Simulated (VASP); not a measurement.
# KCl (Fm-3m) in VASP: a series of runs, part 2 of 2

VASP 6.6.1. Earlier steps stand in the parts before.

## Step 4: Single point, PBE (volume scaled by 1.06)

File INCAR:

```
SYSTEM = KCl
PREC = Accurate
ENCUT = 520
EDIFF = 1E-7
ISMEAR = -1
SIGMA = 0.03
LREAL = .False.
LASPH = .True.
NELM = 100
ALGO = Normal
ISIF = 2
LWAVE = .False.
LCHARG = .False.
GGA = PE
NBANDS = 15
```

File KPOINTS:

```
regular mesh
0
Gamma
  7 7 7
  0 0 0
```

File POSCAR:

```
KCl
1.0
    0.0000000000      3.2180000288      3.2180000288
    3.2180000288      0.0000000000      3.2180000288
    3.2180000288      3.2180000288      0.0000000000
K Cl
1 1
Direct
    0.0000000000      0.0000000000      0.0000000000
    0.5000000000      0.5000000000      0.5000000000
```

Potentials or basis: VASP PAW PBE potentials, release 64 (K_sv, Cl).

Launch:

```
> cat potpaw_PBE.64/K_sv/POTCAR potpaw_PBE.64/Cl/POTCAR > POTCAR
> mpirun -np 1 vasp_std > vasp.out
```

OUTCAR:

```text
SYSTEM = KCl
   PREC = Accurate
   ENCUT = 520
   EDIFF = 1E-7
   ISMEAR = -1
   LREAL = .False.
   LASPH = .True.
   NELM = 100
   ISIF = 2
   GGA = PE

 ion  position               nearest neighbor table
   1  0.000  0.000  0.000-   2 3.22   2 3.22   2 3.22   2 3.22   2 3.22   2 3.22
   2  0.500  0.500  0.500-   1 3.22   1 3.22   1 3.22   1 3.22   1 3.22   1 3.22

  LATTYP: Found a face centered cubic cell.
 ALAT       =     6.4360000576

  Lattice vectors:

 A1 = (   0.0000000000,   3.2180000288,   3.2180000288)
 A2 = (   3.2180000288,   0.0000000000,   3.2180000288)
 A3 = (   3.2180000288,   3.2180000288,   0.0000000000)

Analysis of symmetry for initial positions (statically):
=====================================================================
 Subroutine PRICEL returns:
 Original cell was already a primitive cell.

 Routine SETGRP: Setting up the symmetry group for a
 face centered cubic supercell.

 Subroutine GETGRP returns: Found 48 space group operations
 (whereof 48 operations were pure point group operations)
 out of a pool of 48 trial point group operations.

The static configuration has the point symmetry O_h .

Analysis of symmetry for dynamics (positions and initial velocities):
=====================================================================
 Subroutine PRICEL returns:
 Original cell was already a primitive cell.

 Routine SETGRP: Setting up the symmetry group for a
 face centered cubic supercell.

 Subroutine GETGRP returns: Found 48 space group operations
 (whereof 48 operations were pure point group operations)
 out of a pool of 48 trial point group operations.

The dynamic configuration has the point symmetry O_h .

 Subroutine INISYM returns: Found 48 space group operations
 (whereof 48 operations are pure point group operations),
 and found     1 'primitive' translations

----------------------------------------------------------------------------------------

                                     Primitive cell

  volume of cell :      66.6482

  direct lattice vectors                    reciprocal lattice vectors
     0.000000000  3.218000029  3.218000029    -0.155376009  0.155376009  0.155376009
     3.218000029  0.000000000  3.218000029     0.155376009 -0.155376009  0.155376009
     3.218000029  3.218000029  0.000000000     0.155376009  0.155376009 -0.155376009

  length of vectors
     4.550939284  4.550939284  4.550939284     0.269119141  0.269119141  0.269119141

  position of ions in fractional coordinates (direct lattice)
     0.000000000  0.000000000  0.000000000
     0.500000000  0.500000000  0.500000000

  ion indices of the primitive-cell ions
   primitive index   ion index
                 1           1
                 2           2

----------------------------------------------------------------------------------------

 KPOINTS: regular mesh

Automatic generation of k-mesh.
 Grid dimensions read from file:
 generate k-points for:    7    7    7

 Generating k-lattice:

  Cartesian coordinates                     Fractional coordinates (reciprocal lattice)
[... 21 lines left out ...]
  0.142857  0.142857  0.000000      6.000000
  0.285714  0.142857  0.000000     24.000000
[... 12 lines left out ...]
 -0.428571  0.428571  0.142857     24.000000
 -0.285714  0.428571  0.142857     24.000000
   k-points           NKPTS =     20   k-points in BZ     NKDIM =     20   number of bands    NBANDS=     15
   number of dos      NEDOS =    301   number of ions     NIONS =      2
   total plane-waves  NPLWV =  46656
   dimension x,y,z NGX =    36 NGY =   36 NGZ =   36
   dimension x,y,z NGXF=    72 NGYF=   72 NGZF=   72
   ions per type =               1   1
   NGX,Y,Z   is equivalent  to a cutoff of  13.15, 13.15, 13.15 a.u.
   NGXF,Y,Z  is equivalent  to a cutoff of  26.30, 26.30, 26.30 a.u.
 SYSTEM =  KCl
   PREC   = accura    normal or accurate (medium, high low for compatibility)
   ISTART =      0    job   : 0-new  1-cont  2-samecut
   ICHARG =      2    charge: 1-file 2-atom 10-const
   ISPIN  =      1    spin polarized calculation?
   LNONCOLLINEAR =      F non collinear calculations
   LSORBIT =      F    spin-orbit coupling
   LASPH  =      T    aspherical Exc in radial PAW
   ENCUT  =  520.0 eV  38.22 Ry    6.18 a.u.   8.46  8.46  8.46*2*pi/ulx,y,z
   NELM   =    100;   NELMIN=  2; NELMDL= -5     # of ELM steps
   EDIFF  = 0.1E-06   stopping-criterion for ELM
   LREAL  =      F    real-space projection
   EDIFFG = 0.1E-05   stopping-criterion for IOM
   NSW    =      0    number of steps for IOM
   IBRION =     -1    ionic relax: 0-MD 1-quasi-New 2-CG
   NFREE  =      0    steps in history (QN), initial steepest desc. (CG)
   ISIF   =      2    stress and relaxation
   ISYM   =      2    0-nonsym 1-usesym 2-fastsym
   POTIM  = 0.5000    time-step for ionic-motion
   TEBEG  =    0.0;   TEEND  =   0.0 temperature during run
   PSTRESS=    0.0 pullay stress
   NELECT =      16.0000    total number of electrons
   NUPDOWN=      -1.0000    fix difference up-down
   EMIN   =  10.00;   EMAX   =-10.00  energy-range for DOS
   EFERMI =   0.00;   METHOD = LEGACY
   ISMEAR =    -1;   SIGMA  =   0.03  broadening in eV -4-tet -1-fermi 0-gaus
   EFERMI_NEDOS =   21; number of points for ismear=-14 and -15
   IALGO  =     38    algorithm
   IMIX   =      4    mixing-type and parameters
     AMIX     =   0.40;   BMIX     =  1.00
     AMIX_MAG =   1.60;   BMIX_MAG =  1.00
  volume/ion in A,a.u.               =      33.32       224.88
  Fermi-wavevector in a.u.,A,eV,Ry     =   1.017463  1.922727 14.085183  1.035232
  Thomas-Fermi vector in A             =   2.150866
   LORBIT       =      0    0 simple, 1 ext, 2 COOP (PROOUT), +10 PAW based schemes
   GGA     = PE    functional components
   LHFCALC =     F    Hartree Fock is set to
   AEXX    =    0.0000 exact exchange contribution
   IVDW    =     0    specifies the selected vdW correction
   LEPSILON=     F    determine dielectric tensor
   LRPA    =     F    only Hartree local field effects (RPA)
 non-spin polarized calculation
  energy-cutoff  :      520.00
  volume of cell :       66.65
 maximum number of plane-waves:      1814
 NGX is ok and might be reduce to    36
   NGX = 17   NGY = 17   NGZ = 17

 number of electron      15.9999999 magnetization

 Free energy of the ion-electron system (eV)
  ---------------------------------------------------
  ext. energy  EPLUGINS =         0.00000000
  ---------------------------------------------------
  free energy    TOTEN  =        -6.80947316 eV

  energy without entropy =       -6.80947316  energy(sigma->0) =       -6.80947316

 E-fermi :  -1.4456     XC(G=0):  -7.2677

 val. band max:       -2.0963631919   @ k =   0.0000   0.0000   0.0000
 cond. band min:       2.8662415206   @ k =   0.0000   0.0000   0.0000
 fundamental gap:      4.9626047125
 Fermi energy:        -1.4456059937

 k-point     1 :       0.0000    0.0000    0.0000
  band No.  band energies     occupation
      1     -29.4645      2.00000
      2     -14.1428      2.00000
      3     -12.9237      2.00000
      4     -12.9237      2.00000
      5     -12.9237      2.00000
      6      -2.0964      2.00000
      7      -2.0964      2.00000
      8      -2.0964      2.00000
      9       2.8662      0.00000
     10       6.2374      0.00000
     11       6.2374      0.00000
     12       6.2374      0.00000
     13       7.0778      0.00000
     14       7.0778      0.00000
[... 329 lines left out ...]
      2     -14.1558      2.00000
      3     -13.0034      2.00000
      4     -12.9760      2.00000
      5     -12.8443      2.00000
      6      -2.6175      2.00000
      7      -2.5629      2.00000
      8      -2.4209      2.00000
      9       5.5418      0.00000
     10       6.1818      0.00000
     11       7.0972      0.00000
     12       7.5330      0.00000
     13       9.0293      0.00000
     14       9.0815      0.00000
     15       9.8341      0.00000

------------------------ aborting loop because EDIFF is reached ----------------------------------------

  FORCE on cell =-STRESS in cart. coord.  units (eV):
  Direction    XX          YY          ZZ          XY          YZ          ZX
  --------------------------------------------------------------------------------------
  -------------------------------------------------------------------------------------
  Total       -0.1584483     -0.1584483     -0.1584483     -0.0000000      0.0000000     -0.0000000
  in kB       -3.8089908     -3.8089908     -3.8089908     -0.0000000      0.0000000     -0.0000000
  external PRESSURE =      -3.8089908 kB  Pullay stress =       0.0000000 kB

 VOLUME and BASIS-vectors are now :
 -----------------------------------------------------------------------------
  energy-cutoff  :      520.00
  volume of cell :       66.65
      direct lattice vectors                 reciprocal lattice vectors
     0.000000000  3.218000029  3.218000029    -0.155376009  0.155376009  0.155376009
     3.218000029  0.000000000  3.218000029     0.155376009 -0.155376009  0.155376009
     3.218000029  3.218000029  0.000000000     0.155376009  0.155376009 -0.155376009

 POSITION                                       TOTAL-FORCE (eV/Angst)
 -----------------------------------------------------------------------------------
      0.00000      0.00000      0.00000        -0.000000     -0.000000     -0.000000
      3.21800      3.21800      3.21800         0.000000      0.000000      0.000000
 -----------------------------------------------------------------------------------
    total drift:                                0.000000      0.000000      0.000000

  FREE ENERGIE OF THE ION-ELECTRON SYSTEM (eV)
  ---------------------------------------------------
  free  energy   TOTEN  =        -6.8094731646 eV

  energy  without entropy=       -6.8094731646  energy(sigma->0) =       -6.80947316
```

OSZICAR:

```text
N       E                     dE             d eps       ncg     rms          rms(c)
DAV:   1     0.102348082168E+03    0.10235E+03   -0.70540E+03   600   0.945E+02
DAV:   2    -0.634996848745E+00   -0.10298E+03   -0.94242E+02   775   0.234E+02
DAV:   3    -0.688230395256E+01   -0.62473E+01   -0.62164E+01   824   0.523E+01
DAV:   4    -0.711939376274E+01   -0.23709E+00   -0.23702E+00   909   0.922E+00
DAV:   5    -0.712158856207E+01   -0.21948E-02   -0.21947E-02   860   0.989E-01    0.306E+00
DAV:   6    -0.681232221043E+01    0.30927E+00   -0.44674E-01   768   0.325E+00    0.249E+00
DAV:   7    -0.679518602192E+01    0.17136E-01   -0.10470E-01   803   0.179E+00    0.146E+00
DAV:   8    -0.680797198578E+01   -0.12786E-01   -0.17177E-02   736   0.960E-01    0.181E-01
DAV:   9    -0.680885203455E+01   -0.88005E-03   -0.11781E-03   810   0.215E-01    0.101E-01
DAV:  10    -0.680946485308E+01   -0.61282E-03   -0.63995E-04   635   0.161E-01    0.212E-02
DAV:  11    -0.680946958741E+01   -0.47343E-05   -0.27996E-05   857   0.287E-02    0.750E-03
DAV:  12    -0.680947250089E+01   -0.29135E-05   -0.32818E-06   677   0.129E-02    0.455E-03
DAV:  13    -0.680947303943E+01   -0.53853E-06   -0.87243E-07   747   0.500E-03    0.767E-04
DAV:  14    -0.680947314120E+01   -0.10177E-06   -0.11810E-07   640   0.222E-03    0.270E-04
DAV:  15    -0.680947316459E+01   -0.23394E-07   -0.23545E-09   601   0.365E-04
   1 F= -.68094732E+01 E0= -.68094732E+01  d E =-.148067E-10
```

Wall time 17 s (1 thread of AMD EPYC 9R45 (Zen 5), shared host); peak memory 0.17 GiB.

What came out:

* Free energy: -6.8095 eV
* Pressure: -0.4 GPa
* Band gap on the k mesh: 4.96 eV, direct

Levels at points of the mesh, in eV from the valence-band top:
```
           k point  band 4  band 5  band 6  band 7  band 8  band 9  band 10  band 11  band 12  band 13
(0.00, 0.00, 0.00)  -10.83  -10.83    0.00    0.00    0.00    4.96     8.33     8.33     8.33     9.17
```

## Step 5: Summary

```tsv
cell	gap on the mesh (eV)	pressure (GPa)
a = 4.522 Å, angles 60.0°, 2 atoms	5.02	-0.1
a = 4.493 Å, angles 60.0°, 2 atoms	5.09	0.2
a = 4.551 Å, angles 60.0°, 2 atoms	4.96	-0.4
```

Alike in all rows: task single point; level PBE; potentials or basis VASP PAW PBE potentials, release 64 (K_sv, Cl); no spin polarisation; k mesh 7 × 7 × 7; cutoff (eV) 520; smearing fermi-dirac 0.03 eV.

Absolute energies hang on the potentials; compare differences alone.
